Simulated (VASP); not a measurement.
TiC: single point with LDA

Crystal: TiC.

```
CELL_PARAMETERS angstrom
0.00000 2.16400 2.16400
2.16400 0.00000 2.16400
2.16400 2.16400 0.00000
ATOMIC_POSITIONS crystal
Ti 0.00000 0.00000 0.00000
C 0.50000 0.50000 0.50000
```

```
Program                : VASP 6.6.1
Task                   : single point
Functional             : LDA
Potentials or basis    : VASP PAW LDA potentials, release 64 (Ti_sv, C)
Cutoff                 : 520 eV
k mesh                 : 18 × 18 × 18
Occupations            : gaussian, width 0.15 eV
Spin                   : no spin polarisation
Dipole correction      : no
Further INCAR settings : ALGO = Normal; EDIFF = 1e-07; NBANDS = 15
```

```json
{
 "Pressure": "-11.4 GPa",
 "Band gap on the k mesh": "zero (band 8 reaches 9.89 eV, above the bottom of band 9 at 8.85 eV)"
}
```

Levels at points of the mesh, in eV from the Fermi level:
```
           k point  band 5  band 6  band 7  band 8  band 9  band 10  band 11  band 12
(0.00, 0.00, 0.00)  -12.21    0.64    0.64    0.64    1.70     1.70     1.70     1.72
(0.50, 0.00, 0.00)   -8.67   -5.83   -2.90   -2.90    2.89     2.89     4.08     8.19
(0.50, 0.50, 0.00)   -9.93   -3.37   -1.67    0.00    0.00     2.73     3.49     3.49
```

Wall time 84 s on 1 thread of AMD EPYC 7R13 (shared host), peak memory 0.15 GiB.
